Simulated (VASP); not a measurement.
# Re (Pm-3m) in VASP: single point with PBEsol

Aim: the single point of Re with PBEsol.

Everything below comes from runs of VASP 6.6.1. Logs are shortened: lines on timing, memory, paths and dates and some standing lists are left out, and cuts for length are marked.

## Step 1: The cell of the first run

It takes space group Pm-3m (No. 221, cubic). The conventional cell has a = 4.065 Å, b = 4.065 Å, c = 4.065 Å, α = 90.00°, β = 90.00°, γ = 90.00°. Within 5.3 Å of Re (site symmetry m-3m) lie 6 Re at 4.06 Å.

## Step 2: Single point, PBEsol

Contents of INCAR:

```
SYSTEM = Re
ALGO = Normal
EDIFF = 1E-6
ENCUT = 520
GGA = PS
ISIF = 2
ISMEAR = -1
LASPH = .True.
LCHARG = .True.
LELF = .True.
LREAL = .False.
LVHAR = .True.
LWAVE = .False.
NBANDS = 10
NELM = 100
PREC = Accurate
SIGMA = 0.05
```

Contents of KPOINTS:

```
k-points
0
Gamma
  6 6 6
  0 0 0
```

Contents of POSCAR:

```
Re
1.0
    4.0647320000      0.0000000000      0.0000000000
    0.0000000000      4.0647320000      0.0000000000
    0.0000000000      0.0000000000      4.0647320000
Re
1
Direct
    0.5000000000      0.5000000000      0.5000000000
```

Potentials or basis: VASP PAW PBE potentials, release 64 (Re).

Run with:

```bash
cat potpaw_PBE.64/Re/POTCAR > POTCAR
mpirun -np 1 vasp_std > vasp.out
```

OUTCAR:

```text
SYSTEM = Re
   EDIFF = 1E-6
   ENCUT = 520
   GGA = PS
   ISIF = 2
   ISMEAR = -1
   LASPH = .True.
   LREAL = .False.
   NELM = 100
   PREC = Accurate

 ion  position               nearest neighbor table
   1  0.500  0.500  0.500-

  LATTYP: Found a simple cubic cell.
 ALAT       =     4.0647320000

  Lattice vectors:

 A1 = (   4.0647320000,   0.0000000000,   0.0000000000)
 A2 = (   0.0000000000,   4.0647320000,   0.0000000000)
 A3 = (   0.0000000000,   0.0000000000,   4.0647320000)

Analysis of symmetry for initial positions (statically):
=====================================================================
 Subroutine PRICEL returns:
 Original cell was already a primitive cell.

 Routine SETGRP: Setting up the symmetry group for a
 simple cubic supercell.

 Subroutine GETGRP returns: Found 48 space group operations
[... 9 lines left out ...]

 Routine SETGRP: Setting up the symmetry group for a
 simple cubic supercell.

 Subroutine GETGRP returns: Found 48 space group operations
[... 11 lines left out ...]
                                     Primitive cell

  volume of cell :      67.1577

  direct lattice vectors                    reciprocal lattice vectors
     4.064732000  0.000000000  0.000000000     0.246018680  0.000000000  0.000000000
     0.000000000  4.064732000  0.000000000     0.000000000  0.246018680  0.000000000
     0.000000000  0.000000000  4.064732000     0.000000000  0.000000000  0.246018680

  length of vectors
     4.064732000  4.064732000  4.064732000     0.246018680  0.246018680  0.246018680

  position of ions in fractional coordinates (direct lattice)
     0.500000000  0.500000000  0.500000000

  ion indices of the primitive-cell ions
   primitive index   ion index
                 1           1

----------------------------------------------------------------------------------------

 KPOINTS: k-points

Automatic generation of k-mesh.
 Grid dimensions read from file:
 generate k-points for:    6    6    6

 Generating k-lattice:

  Cartesian coordinates                     Fractional coordinates (reciprocal lattice)
     0.041003113  0.000000000  0.000000000     0.166666667  0.000000000  0.000000000
     0.000000000  0.041003113  0.000000000     0.000000000  0.166666667  0.000000000
[... 51 lines left out ...]
   ENCUT  =  520.0 eV  38.22 Ry    6.18 a.u.   7.56  7.56  7.56*2*pi/ulx,y,z
   NELM   =    100;   NELMIN=  2; NELMDL= -5     # of ELM steps
   EDIFF  = 0.1E-05   stopping-criterion for ELM
   LREAL  =      F    real-space projection
   EDIFFG = 0.1E-04   stopping-criterion for IOM
   NSW    =      0    number of steps for IOM
   IBRION =     -1    ionic relax: 0-MD 1-quasi-New 2-CG
   NFREE  =      0    steps in history (QN), initial steepest desc. (CG)
   ISIF   =      2    stress and relaxation
   ISYM   =      2    0-nonsym 1-usesym 2-fastsym
   POTIM  = 0.5000    time-step for ionic-motion
   TEBEG  =    0.0;   TEEND  =   0.0 temperature during run
   PSTRESS=    0.0 pullay stress
   NELECT =       7.0000    total number of electrons
   NUPDOWN=      -1.0000    fix difference up-down
   EMIN   =  10.00;   EMAX   =-10.00  energy-range for DOS
   EFERMI =   0.00;   METHOD = LEGACY
   ISMEAR =    -1;   SIGMA  =   0.05  broadening in eV -4-tet -1-fermi 0-gaus
   EFERMI_NEDOS =   21; number of points for ismear=-14 and -15
   IALGO  =     38    algorithm
   IMIX   =      4    mixing-type and parameters
     AMIX     =   0.40;   BMIX     =  1.00
     AMIX_MAG =   1.60;   BMIX_MAG =  1.00
  volume/ion in A,a.u.               =      67.16       453.20
  Fermi-wavevector in a.u.,A,eV,Ry     =   0.770446  1.455932  8.076244  0.593587
  Thomas-Fermi vector in A             =   1.871652
   LORBIT       =      0    0 simple, 1 ext, 2 COOP (PROOUT), +10 PAW based schemes
   GGA     = PS    functional components
   LHFCALC =     F    Hartree Fock is set to
   AEXX    =    0.0000 exact exchange contribution
   IVDW    =     0    specifies the selected vdW correction
   LEPSILON=     F    determine dielectric tensor
   LRPA    =     F    only Hartree local field effects (RPA)
 non-spin polarized calculation
  energy-cutoff  :      520.00
  volume of cell :       67.16
 maximum number of plane-waves:      1856
   NGX = 15   NGY = 15   NGZ = 15

 number of electron       6.9999999 magnetization

 Free energy of the ion-electron system (eV)
  ---------------------------------------------------
  ext. energy  EPLUGINS =         0.00000000
  ---------------------------------------------------
  free energy    TOTEN  =        -3.29954065 eV

  energy without entropy =       -3.19690642  energy(sigma->0) =       -3.24822354

 E-fermi :  -2.1435     XC(G=0):  -6.7811

 val. band max:       -2.1619385636   @ k =   0.5000   0.1667   0.0000
 cond. band min:      -2.1356141208   @ k =   0.5000   0.3333   0.0000
 fundamental gap:      0.0263244428
 Fermi energy:        -2.1435124373

 k-point     1 :       0.0000    0.0000    0.0000
  band No.  band energies     occupation
      1      -4.9625      2.00000
      2      -2.8942      2.00000
      3      -2.8942      2.00000
      4      -1.8541      0.00611
      5      -1.8541      0.00611
      6      -1.8541      0.00611
      7       5.1323      0.00000
      8       5.1323      0.00000
      9       5.1323      0.00000
     10       6.7087      0.00000
[... 235 lines left out ...]
 k-point    20 :       0.5000    0.5000    0.5000
  band No.  band energies     occupation
      1      -2.6459      1.99991
      2      -2.6459      1.99991
      3      -2.6459      1.99991
      4      -1.5499      0.00001
      5      -1.5499      0.00001
      6       0.0206      0.00000
      7       2.1725      0.00000
      8       2.1725      0.00000
      9       2.1725      0.00000
     10       5.7122      0.00000

------------------------ aborting loop because EDIFF is reached ----------------------------------------

  FORCE on cell =-STRESS in cart. coord.  units (eV):
  Direction    XX          YY          ZZ          XY          YZ          ZX
  --------------------------------------------------------------------------------------
  -------------------------------------------------------------------------------------
  Total       -4.5837165     -4.5837165     -4.5837165     -0.0000000     -0.0000000     -0.0000000
  in kB     -109.3534737   -109.3534737   -109.3534737     -0.0000000     -0.0000000     -0.0000000
  external PRESSURE =    -109.3534737 kB  Pullay stress =       0.0000000 kB

 VOLUME and BASIS-vectors are now :
 -----------------------------------------------------------------------------
  energy-cutoff  :      520.00
  volume of cell :       67.16
      direct lattice vectors                 reciprocal lattice vectors
     4.064732000  0.000000000  0.000000000     0.246018680  0.000000000  0.000000000
     0.000000000  4.064732000  0.000000000     0.000000000  0.246018680  0.000000000
     0.000000000  0.000000000  4.064732000     0.000000000  0.000000000  0.246018680

 POSITION                                       TOTAL-FORCE (eV/Angst)
 -----------------------------------------------------------------------------------
      2.03237      2.03237      2.03237         0.000000      0.000000      0.000000
 -----------------------------------------------------------------------------------
    total drift:                                0.000000      0.000000      0.000000

  FREE ENERGIE OF THE ION-ELECTRON SYSTEM (eV)
  ---------------------------------------------------
  free  energy   TOTEN  =        -3.2995406515 eV

  energy  without entropy=       -3.1969064205  energy(sigma->0) =       -3.24822354
```

OSZICAR:

```text
N       E                     dE             d eps       ncg     rms          rms(c)
DAV:   1     0.899704409692E+01    0.89970E+01   -0.22908E+03   628   0.517E+02
DAV:   2    -0.338696575556E+01   -0.12384E+02   -0.11871E+02   616   0.922E+01
DAV:   3    -0.393121949567E+01   -0.54425E+00   -0.51827E+00   678   0.203E+01
DAV:   4    -0.393561921983E+01   -0.43997E-02   -0.43880E-02   632   0.127E+00
DAV:   5    -0.393565808305E+01   -0.38863E-04   -0.38851E-04   622   0.123E-01    0.412E+00
DAV:   6    -0.329852066919E+01    0.63714E+00   -0.37478E+00   634   0.280E+01    0.169E+00
DAV:   7    -0.329794067271E+01    0.58000E-03   -0.19176E-02   606   0.165E+00    0.933E-01
DAV:   8    -0.329908248325E+01   -0.11418E-02   -0.23318E-03   472   0.638E-01    0.156E-01
DAV:   9    -0.329939636805E+01   -0.31388E-03   -0.23891E-04   478   0.216E-01    0.454E-02
DAV:  10    -0.329953434447E+01   -0.13798E-03   -0.13104E-04   470   0.747E-02    0.935E-03
DAV:  11    -0.329953902812E+01   -0.46836E-05   -0.26837E-05   654   0.530E-02    0.457E-03
DAV:  12    -0.329954067847E+01   -0.16503E-05   -0.36967E-06   478   0.203E-02    0.167E-03
DAV:  13    -0.329954065152E+01    0.26950E-07   -0.20820E-07   274   0.781E-03
   1 F= -.32995407E+01 E0= -.32482235E+01  d E =-.102634E+00
```

Wall time 9.9 s (1 thread of Intel Xeon Platinum 8488C (Sapphire Rapids), shared host); peak memory 0.16 GiB.

Results:

| Item | Value |
| --- | --- |
| Free energy | -3.2995 eV |
| Pressure | -10.9 GPa |

Caveat: the PAW data sets were made with another functional, which shifts forces and pressure a little; spin-orbit coupling is left out, which moves the levels of the heavy elements.
